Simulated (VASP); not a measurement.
KBr, 2 atoms in the cell. It takes space group I4/mmm (No. 139, tetragonal). The conventional cell has a = 5.002 Å, b = 5.002 Å, c = 6.812 Å, α = 90.00°, β = 90.00°, γ = 90.00°. K (site symmetry 4/mmm) has 6 Br at 3.41 to 3.54 Å within 4.5 Å. Within 4.5 Å of Br (site symmetry 4/mmm) lie 6 K at 3.41 to 3.54 Å.  This cell differs from its parent crystal: strain +0.080 along x and y, +0.040 along z.

- Program: VASP 6.6.1
- Task: single point
- Functional: PBEsol
- Potentials or basis: VASP PAW PBE potentials, release 64 (K_sv, Br)
- Cutoff: 520 eV
- k mesh: 6 × 6 × 6
- Occupations: gaussian, width 0.05 eV
- Spin: no spin polarisation
- Dipole correction: no
- Further INCAR settings: ALGO = Normal; EDIFF = 1e-07; NBANDS = 15

Potentials or basis: VASP PAW PBE potentials, release 64 (K_sv, Br).

The run is started by

```sh
$ cat potpaw_PBE.64/K_sv/POTCAR potpaw_PBE.64/Br/POTCAR > POTCAR
$ mpirun -np 1 vasp_std > vasp.out
```

Hardware: 1 thread of Intel(R) Xeon(R) 6975P-C (Granite Rapids), on a shared host.

**Question.** Estimate the wall time of this run.

**Answer.** It took 38 s on 1 thread of Intel(R) Xeon(R) 6975P-C (Granite Rapids), on a shared host, peak memory 0.25 GiB. Counts: scf iterations 14, k points 30.
